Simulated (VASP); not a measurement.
Wanted: the native input for a VASP 6.6.1 run.

| Property | Result |
| --- | --- |
| Task | single point |
| Functional | PBE |
| Potentials or basis | VASP PAW PBE potentials, release 64 (In_d) |
| Cutoff | 500 eV |
| k mesh | 16 × 16 × 16 |
| Occupations | gaussian, width 0.1 eV |
| Spin | no spin polarisation |
| Dipole correction | no |
| Further INCAR settings | ALGO = Normal; EDIFF = 1e-06; NBANDS = 12 |

The structure of In lies in POSCAR:

```
In
1.0
    0.0000000000      2.3978231615      2.3978231615
    2.3978231615      0.0000000000      2.3978231615
    2.3978231615      2.3978231615      0.0000000000
In
1
Direct
    0.0000000000      0.0000000000      0.0000000000
```

The input as run:

INCAR

```
  PREC = Accurate
  ENCUT = 500
  EDIFF = 1E-6
  ISMEAR = 0
  SIGMA = 0.1
  LREAL = False
  LASPH = True
  NELM = 120
  ALGO = Normal
  ISIF = 2
  LWAVE = False
  LCHARG = True
  GGA = PE
  LELF = True
  LVHAR = True
  NBANDS = 12
  GGA_COMPAT = False
```

KPOINTS

```
Automatic mesh
0
Gamma
  16 16 16
```

Potentials or basis: VASP PAW PBE potentials, release 64 (In_d).

The run is started by

```sh
$ cat potpaw_PBE.64/In_d/POTCAR > POTCAR
$ mpirun -np 1 vasp_std > vasp.out
```

It gave:

```yaml
Pressure: -0.1 GPa
```

It took 44 s on 1 thread of Intel(R) Xeon(R) Platinum 8488C (Sapphire Rapids) (shared host), peak memory 0.18 GiB.
